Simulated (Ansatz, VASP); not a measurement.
Be2Ge2C: VASP beside Ansatz

```
Ge C Be
1.0
     3.64144    0.00000    0.00000
     0.00000    3.64144    0.00000
     0.00000    0.00000    8.98584
Ge C Be
4 2 4
Direct
  0.25000 0.25000 0.34690
  0.75000 0.75000 0.65310
  0.75000 0.25000 0.00000
  0.25000 0.75000 0.00000
  0.25000 0.25000 0.56938
  0.75000 0.75000 0.43062
  0.25000 0.25000 0.12916
  0.75000 0.75000 0.87084
  0.75000 0.25000 0.50000
  0.25000 0.75000 0.50000
```

Alike in both runs: functional r2SCAN; k mesh 8 × 8 × 3; occupations gaussian, width 0.2499 eV; no spin polarisation.

Ansatz relaxed the structure, and its values are those at the end. VASP's run is a single point on that final structure, the one shown.

|  | VASP | Ansatz |
| --- | --- | --- |
| version | VASP 6.6.1 | Ansatz 0.2.0 |
| potentials or method | VASP PAW PBE potentials, release 64 (Ge_d, C, Be), cutoff 520 eV | PAW plane waves |
| valence electrons in the cell | 72 | 72 |

Ansatz gave:

* pressure (GPa): 21.0
* rms of the force components (eV/Å): 0.002

Task: Estimate VASP's values.

Result: Pressure (GPa): 21.2; rms of the force components (eV/Å): 0.020.

VASP's potentials were made for PBE, not for r2SCAN. Ansatz's warnings: stress scf threshold loose.
